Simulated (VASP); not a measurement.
Set up this calculation in VASP 6.6.1, as the native input.

| Property | Result |
| --- | --- |
| Task | single point |
| Functional | PBE |
| Potentials or basis | VASP PAW PBE potentials, release 64 (B, N) |
| Cutoff | 520 eV |
| k mesh | 6 × 6 × 6 |
| Occupations | gaussian, width 0.05 eV |
| Spin | no spin polarisation |
| Dipole correction | no |
| Further INCAR settings | ALGO = Normal; EDIFF = 1e-06; NBANDS = 16 |

The structure of BN lies in POSCAR:

```
BN
1.0
    0.0000000000     -1.8123937734     -1.7882889362
   -1.7882889362      0.0000000000     -1.7882889362
    1.7882889362      1.8123937734     -3.5765778724
B N
2 2
Direct
    0.0000000000      0.0000000000      0.0000000000
    0.5000000000      0.5000000000      0.5000000000
    0.3750000000      0.3750000000      0.8750000000
    0.8750000000      0.8750000000      0.3750000000
```

One way to write it, as run:

INCAR

```
PREC = Accurate
ENCUT = 520
EDIFF = 1E-6
ISMEAR = 0
SIGMA = 0.05
LREAL = F
LASPH = T
NELM = 80
ALGO = Normal
ISIF = 2
LWAVE = F
LCHARG = T
GGA = PE
LELF = T
LVHAR = T
NBANDS = 16
```

KPOINTS

```
Automatic mesh
0
Gamma
  6 6 6
```

Potentials or basis: VASP PAW PBE potentials, release 64 (B, N).

Launch:

```sh
$ cat potpaw_PBE.64/B/POTCAR potpaw_PBE.64/N/POTCAR > POTCAR
$ mpirun -np 1 vasp_std > vasp.out
```

Results of the run:

The pressure is 10.8 GPa, the largest force is 0.003 eV/Å and the band gap on the k mesh is 4.35 eV.

Caveat: the k points lie up to 0.48 Å⁻¹ apart.

Run time: 10 s on 1 thread of Intel(R) Xeon(R) 6975P-C (Granite Rapids), on a shared host, peak memory 0.14 GiB.
